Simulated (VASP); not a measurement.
# MgZn4O (R3m) in VASP: notebook

The runs below take MgZn4O through single point, relaxation of cell and atoms, with PBE.

All numbers are computed with VASP 6.6.1; they aren't measurements. Logs are shortened: lines on timing, memory, paths and dates and some standing lists are left out, and cuts for length are marked.

## 1. The cell of the first run

It takes space group R3m (No. 160, trigonal). The conventional cell has a = 5.244 Å, b = 5.244 Å, c = 10.808 Å, α = 90.00°, β = 90.00°, γ = 120.00°. Mg (site symmetry 3m) has 13 Zn at 2.64 to 3.18 Å and 3 O at 3.07 Å within 3.5 Å. Within 3.1 Å of Zn (site symmetry m) lie 2 O at 2.35 Å and 7 Zn at 2.61 to 2.94 Å and 3 Mg at 2.75 to 2.93 Å. Within 3.5 Å of Zn (site symmetry 3m) lie 4 Mg at 2.64 to 3.18 Å and 9 Zn at 2.74 to 2.94 Å and 3 O at 3.07 Å. Within 3.1 Å of O (site symmetry 3m) lie 9 Zn at 2.35 to 3.07 Å and 3 Mg at 3.07 Å.

## 2. Single point, PBE

INCAR

```
SYSTEM = MgZn4O
PREC = Accurate ; ENCUT = 520
EDIFF = 1E-7 ; ISMEAR = 0
SIGMA = 0.2 ; LREAL = .False.
LASPH = .True. ; NELM = 60
ALGO = Normal ; ISIF = 2
LWAVE = .False. ; LCHARG = .True.
GGA = PE ; LELF = .True.
LVHAR = .True. ; NBANDS = 37
```

KPOINTS

```
Automatic mesh
0
Gamma
  4 4 4
  0 0 0
```

POSCAR

```
MgZn4O
1.0
    2.6219716527      1.5137960410      3.6025041575
   -2.6219716527      1.5137960410      3.6025041575
    0.0000000000     -3.0275920774      3.6025041594
Mg Zn O
1 4 1
Direct
    0.9967472858      0.9967472858      0.9967472858
    0.3756764417      0.3756764417      0.8741520871
    0.8741520871      0.3756764417      0.3756764417
    0.3756764417      0.8741520871      0.3756764417
    0.7529162184      0.7529162184      0.7529162184
    0.3748315253      0.3748315253      0.3748315253
```

Potentials or basis: VASP PAW PBE potentials, release 64 (Mg, Zn, O).

The run is started by

```sh
> cat potpaw_PBE.64/Mg/POTCAR potpaw_PBE.64/Zn/POTCAR potpaw_PBE.64/O/POTCAR > POTCAR
> mpirun -np 1 vasp_std > vasp.out
```

OUTCAR:

```text
SYSTEM = MgZn4O
   PREC = Accurate
   ENCUT = 520
   EDIFF = 1E-7
   ISMEAR = 0
   LREAL = .False.
   LASPH = .True.
   NELM = 60
   ISIF = 2
   GGA = PE

 ion  position               nearest neighbor table
   1  0.997  0.997  0.997-   5 2.64   4 2.75   3 2.75   2 2.75   3 2.93   4 2.93   3 2.93   4 2.93
                             2 2.93   2 2.93   5 3.18   5 3.18   5 3.18
   2  0.376  0.376  0.874-   6 2.35   6 2.35   4 2.61   3 2.61   4 2.63   3 2.63   5 2.74   1 2.75
                             1 2.93   1 2.93   5 2.94   5 2.94
   3  0.874  0.376  0.376-   6 2.35   6 2.35   2 2.61   4 2.61   2 2.63   4 2.63   5 2.74   1 2.75
                             1 2.93   1 2.93   5 2.94   5 2.94
   4  0.376  0.874  0.376-   6 2.35   6 2.35   2 2.61   3 2.61   2 2.63   3 2.63   5 2.74   1 2.75
                             1 2.93   1 2.93   5 2.94   5 2.94
   5  0.753  0.753  0.753-   1 2.64   3 2.74   4 2.74   2 2.74   3 2.94   4 2.94   4 2.94   3 2.94
                             2 2.94   2 2.94   1 3.18   1 3.18   1 3.18
   6  0.375  0.375  0.375-   2 2.35   3 2.35   4 2.35   2 2.35   4 2.35   3 2.35

  LATTYP: Found a trigonal (rhomboedric) cell.
 ALAT       =     4.7057783635
 COS(alpha) =     0.3790980231

  Lattice vectors:

 A1 = (   2.6219716527,   1.5137960410,   3.6025041575)
 A2 = (  -2.6219716527,   1.5137960410,   3.6025041575)
 A3 = (   0.0000000000,  -3.0275920774,   3.6025041594)

Analysis of symmetry for initial positions (statically):
=====================================================================
 Subroutine PRICEL returns:
 Original cell was already a primitive cell.

 Routine SETGRP: Setting up the symmetry group for a
 trigonal (rhombohedral) supercell.

 Subroutine GETGRP returns: Found  6 space group operations
 (whereof  6 operations were pure point group operations)
 out of a pool of 12 trial point group operations.

The static configuration has the point symmetry C_3v.

Analysis of symmetry for dynamics (positions and initial velocities):
=====================================================================
 Subroutine PRICEL returns:
 Original cell was already a primitive cell.

 Routine SETGRP: Setting up the symmetry group for a
 trigonal (rhombohedral) supercell.

 Subroutine GETGRP returns: Found  6 space group operations
 (whereof  6 operations were pure point group operations)
 out of a pool of 12 trial point group operations.

The dynamic configuration has the point symmetry C_3v.

 Subroutine INISYM returns: Found  6 space group operations
 (whereof  6 operations are pure point group operations),
 and found     1 'primitive' translations

[... 95 lines left out ...]
   NFREE  =      0    steps in history (QN), initial steepest desc. (CG)
   ISIF   =      2    stress and relaxation
   ISYM   =      2    0-nonsym 1-usesym 2-fastsym
   POTIM  = 0.5000    time-step for ionic-motion
   TEBEG  =    0.0;   TEEND  =   0.0 temperature during run
   PSTRESS=    0.0 pullay stress
   NELECT =      56.0000    total number of electrons
   NUPDOWN=      -1.0000    fix difference up-down
   EMIN   =  10.00;   EMAX   =-10.00  energy-range for DOS
   EFERMI =   0.00;   METHOD = LEGACY
   ISMEAR =     0;   SIGMA  =   0.20  broadening in eV -4-tet -1-fermi 0-gaus
   EFERMI_NEDOS =   21; number of points for ismear=-14 and -15
   IALGO  =     38    algorithm
   IMIX   =      4    mixing-type and parameters
     AMIX     =   0.40;   BMIX     =  1.00
     AMIX_MAG =   1.60;   BMIX_MAG =  1.00
  volume/ion in A,a.u.               =      14.30        96.49
  Fermi-wavevector in a.u.,A,eV,Ry     =   1.420105  2.683609 27.438847  2.016698
  Thomas-Fermi vector in A             =   2.541055
   LORBIT       =      0    0 simple, 1 ext, 2 COOP (PROOUT), +10 PAW based schemes
   GGA     = PE    functional components
   LHFCALC =     F    Hartree Fock is set to
   AEXX    =    0.0000 exact exchange contribution
   IVDW    =     0    specifies the selected vdW correction
   LEPSILON=     F    determine dielectric tensor
   LRPA    =     F    only Hartree local field effects (RPA)
 non-spin polarized calculation
 Gauss-broadening in eV      SIGMA  =   0.20
  energy-cutoff  :      520.00
  volume of cell :       85.79
 maximum number of plane-waves:      2318
 NGX is ok and might be reduce to    36
   NGX = 17   NGY = 17   NGZ = 17

 number of electron      56.0000034 magnetization

 Free energy of the ion-electron system (eV)
  ---------------------------------------------------
  ext. energy  EPLUGINS =         0.00000000
  ---------------------------------------------------
  free energy    TOTEN  =       -11.97665946 eV

  energy without entropy =      -11.95538735  energy(sigma->0) =      -11.96602341

 E-fermi :   3.2900     XC(G=0): -11.1020

 val. band max:        3.2111066438   @ k =   0.0000   0.0000   0.0000
 cond. band min:       3.3616549772   @ k =   0.5000   0.5000   0.5000
 fundamental gap:      0.1505483334
 Fermi energy:         3.2900073296

 k-point     1 :       0.0000    0.0000    0.0000
  band No.  band energies     occupation
      1     -14.5625      2.00000
      2      -5.7578      2.00000
      3      -4.8562      2.00000
      4      -4.6969      2.00000
      5      -4.6969      2.00000
      6      -4.4506      2.00000
[... 509 lines left out ...]
     36      11.7783      0.00000
     37      11.7783      0.00000

------------------------ aborting loop because EDIFF is reached ----------------------------------------

  FORCE on cell =-STRESS in cart. coord.  units (eV):
  Direction    XX          YY          ZZ          XY          YZ          ZX
  --------------------------------------------------------------------------------------
  -------------------------------------------------------------------------------------
  Total        0.3014757      0.3014757      0.1089710      0.0000000     -0.0000000      0.0000000
  in kB        5.6300450      5.6300450      2.0350283      0.0000000     -0.0000000      0.0000000
  external PRESSURE =       4.4317061 kB  Pullay stress =       0.0000000 kB

 VOLUME and BASIS-vectors are now :
 -----------------------------------------------------------------------------
  energy-cutoff  :      520.00
  volume of cell :       85.79
      direct lattice vectors                 reciprocal lattice vectors
     2.621971653  1.513796041  3.602504157     0.190696188  0.110098496  0.092528230
    -2.621971653  1.513796041  3.602504157    -0.190696188  0.110098496  0.092528230
     0.000000000 -3.027592077  3.602504159     0.000000000 -0.220196991  0.092528230

 POSITION                                       TOTAL-FORCE (eV/Angst)
 -----------------------------------------------------------------------------------
      0.00000      0.00000     10.77236         0.000000      0.000000      0.001714
      0.00000     -1.50918      5.85589         0.000000     -0.006550     -0.000099
      1.30699      0.75459      5.85589         0.005672      0.003275     -0.000099
     -1.30699      0.75459      5.85589        -0.005672      0.003275     -0.000099
      0.00000      0.00000      8.13715         0.000000      0.000000      0.019782
      0.00000      0.00000      4.05100         0.000000     -0.000000     -0.021199
 -----------------------------------------------------------------------------------
    total drift:                               -0.000000     -0.000001     -0.000396

  FREE ENERGIE OF THE ION-ELECTRON SYSTEM (eV)
  ---------------------------------------------------
  free  energy   TOTEN  =       -11.9766594641 eV

  energy  without entropy=      -11.9553873489  energy(sigma->0) =      -11.96602341
```

OSZICAR:

```text
N       E                     dE             d eps       ncg     rms          rms(c)
[... 11 lines left out ...]
DAV:  12    -0.119772894162E+02    0.29311E-03   -0.16412E-03  1012   0.326E-01    0.205E-01
DAV:  13    -0.119767553324E+02    0.53408E-03   -0.16351E-03  1075   0.668E-01    0.887E-02
DAV:  14    -0.119766805642E+02    0.74768E-04   -0.10924E-03  1137   0.519E-01    0.465E-02
DAV:  15    -0.119766685378E+02    0.12026E-04   -0.97778E-05  1028   0.915E-02    0.288E-02
DAV:  16    -0.119766609386E+02    0.75992E-05   -0.20729E-05  1164   0.605E-02    0.140E-02
DAV:  17    -0.119766591617E+02    0.17770E-05   -0.10241E-05  1351   0.805E-02    0.246E-03
DAV:  18    -0.119766594396E+02   -0.27795E-06   -0.38297E-06  1040   0.292E-02    0.375E-03
DAV:  19    -0.119766594641E+02   -0.24476E-07   -0.26662E-07   784   0.455E-03
   1 F= -.11976659E+02 E0= -.11966023E+02  d E =-.212721E-01
```

stdout:

```text
POSCAR found type information on POSCAR MgZnO
 POSCAR found :  3 types and       6 ions
 scaLAPACK will be used
 LDA part: xc-table for (Slater+PW92), standard interpolation
 POSCAR, INCAR and KPOINTS ok, starting setup
 FFT: planning ... GRIDC
 FFT: planning ... GRID_SOFT
 FFT: planning ... GRID
 WAVECAR not read
 entering main loop
```

Wall time 38 s (1 thread of AMD EPYC 9R45 (Zen 5), shared host); peak memory 0.19 GiB.

Results:

```yaml
Free_energy: -11.9767 eV
Pressure: 0.4 GPa
Largest_force: 0.021 eV/Å
Band_gap_on_the_k_mesh: zero (band 28 reaches 3.67 eV, above the bottom of band 29 at 3.14 eV)
```

Forces on the atoms (eV/Å):
```
Mg   0.000  0.000  0.002
Zn   0.000 -0.007  0.000
Zn   0.006  0.003  0.000
Zn  -0.006  0.003  0.000
Zn   0.000  0.000  0.020
O    0.000  0.000 -0.021
```

Levels at points of the mesh, in eV from the Fermi level:
```tsv
k point	band 24	band 25	band 26	band 27	band 28	band 29	band 30	band 31	band 32	band 33
(0.00, 0.00, 0.00)	-3.93	-3.93	-1.19	-0.08	-0.08	0.72	0.72	1.19	3.26	4.30
(0.50, 0.00, 0.00)	-4.44	-3.74	-1.95	-0.95	-0.80	1.61	1.81	2.21	3.59	4.40
(0.50, 0.50, 0.00)	-4.64	-4.16	-3.54	-1.07	-0.25	0.59	1.15	4.72	5.22	6.29
(0.50, 0.50, 0.50)	-3.56	-3.56	-1.94	-1.94	-1.51	0.07	1.12	2.25	2.25	5.51
```

Caveat: the k points lie up to 0.38 Å⁻¹ apart.

## 3. Relaxation of cell and atoms, PBE

This run uses another cell than the first one, of 13.56 Å³/atom, 0.949 times its volume.

INCAR

```
PREC = Accurate
ENCUT = 600
EDIFF = 1E-6
ISMEAR = 0
SIGMA = 0.2
LREAL = F
LASPH = T
NELM = 60
ALGO = Normal
ISIF = 3
LWAVE = F
LCHARG = F
GGA = PE
IBRION = 2
NSW = 36
EDIFFG = -0.08
```

KPOINTS

```
regular mesh
0
Gamma
  4 4 4
```

POSCAR

```
MgZn4O
1.0
    2.4683285400      1.4250901500      3.8561393100
   -2.4683285400      1.4250901500      3.8561393100
    0.0000000000     -2.8501802900      3.8561393100
Mg Zn O
1 4 1
Direct
    0.9980114100      0.9980114100      0.9980114100
    0.3775269400      0.3775269400      0.8720481400
    0.8720481400      0.3775269400      0.3775269400
    0.3775269400      0.8720481400      0.3775269400
    0.7452870000      0.7452870000      0.7452870000
    0.3795995700      0.3795995700      0.3795995700
```

Potentials or basis: VASP PAW PBE potentials, release 64 (Mg, Zn, O).

The run is started by

```sh
> cat potpaw_PBE.64/Mg/POTCAR potpaw_PBE.64/Zn/POTCAR potpaw_PBE.64/O/POTCAR > POTCAR
> mpirun -np 1 vasp_std > vasp.out
```

Run time: 5.1 min. Hardware: 1 thread of Intel Xeon Platinum 8259CL at 2.50GHz (Skylake/Cascade Lake), shared host; peak memory 0.27 GiB.

Results (log left out):

| Item | Value |
| --- | --- |
| Free energy | -11.9784 eV |
| Relaxed volume | 14.39 Å³/atom |
| Relaxed cell | a = 4.709 Å, b = 4.709 Å, c = 4.709 Å, α = 68.00°, β = 68.00°, γ = 68.00° |
| Space group after relaxing (to 0.05 Å) | R3m (No. 160) |
| Energy gained by relaxing | 62.7 meV/atom |
| Ionic steps | 8 |
| Pressure after relaxing | 0.1 GPa |
| Largest force after relaxing | 0.075 eV/Å |
| Band gap on the k mesh | zero (band 28 reaches 3.65 eV, above the bottom of band 29 at 3.11 eV) |

Forces in eV/Å, atoms in the order of the input:
```
Mg   0.000  0.000 -0.019
Zn   0.000 -0.028  0.000
Zn   0.024  0.014  0.000
Zn  -0.024  0.014  0.000
Zn   0.000  0.000 -0.056
O    0.000  0.000  0.075
```

Stress tensor (GPa, compression positive):
```
0.14 0.00 0.00
0.00 0.14 0.00
0.00 0.00 0.05
```

The path:
| step | energy change (eV) | largest force (eV/Å) | pressure (GPa) | volume (Å³) |
| --- | --- | --- | --- | --- |
| 1 | 0.0000 | 0.6640 | 5.61 | 81.39 |
| 2 | -0.2447 | 0.3740 | -0.99 | 87.05 |
| 3 | -0.2580 | 0.2686 | -2.85 | 89.30 |
| 4 | -0.3507 | 0.1728 | -1.30 | 87.66 |
| 5 | -0.3701 | 0.1666 | -0.22 | 86.68 |
| 6 | -0.3705 | 0.1681 | -0.09 | 86.53 |
| 7 | -0.3754 | 0.0835 | 0.05 | 86.40 |
| 8 | -0.3759 | 0.0753 | 0.11 | 86.35 |

Final structure:
```cif
data_structure
_symmetry_space_group_name_H-M 'P 1'
_symmetry_Int_Tables_number 1
_cell_length_a 4.7086
_cell_length_b 4.7086
_cell_length_c 4.7086
_cell_angle_alpha 67.999
_cell_angle_beta 67.999
_cell_angle_gamma 67.999
_cell_volume 86.35
loop_
_atom_site_label
_atom_site_type_symbol
_atom_site_fract_x
_atom_site_fract_y
_atom_site_fract_z
_atom_site_occupancy
Mg1 Mg 0.99593 0.99593 0.99593 1
Zn1 Zn 0.37420 0.37420 0.87307 1
Zn2 Zn 0.87307 0.37420 0.37420 1
Zn3 Zn 0.37420 0.87307 0.37420 1
Zn4 Zn 0.75219 0.75219 0.75219 1
O1 O 0.38042 0.38042 0.38042 1
```

Levels at points of the mesh, in eV from the Fermi level:
| k point | band 26 | band 27 | band 28 | band 29 | band 30 | band 31 |
| --- | --- | --- | --- | --- | --- | --- |
| (0.00, 0.00, 0.00) | -1.15 | -0.14 | -0.14 | 0.82 | 0.82 | 1.18 |
| (0.50, 0.00, 0.00) | -1.91 | -0.88 | -0.75 | 1.69 | 1.79 | 2.21 |
| (0.50, 0.50, 0.00) | -3.58 | -1.08 | -0.23 | 0.60 | 1.23 | 4.69 |
| (0.50, 0.50, 0.50) | -1.89 | -1.89 | -1.44 | -0.06 | 1.27 | 2.23 |

Caveat: the k points lie up to 0.37 Å⁻¹ apart in the final cell; the relaxation stopped at a loose force limit of 0.08 eV/Å, so its end isn't a converged minimum.
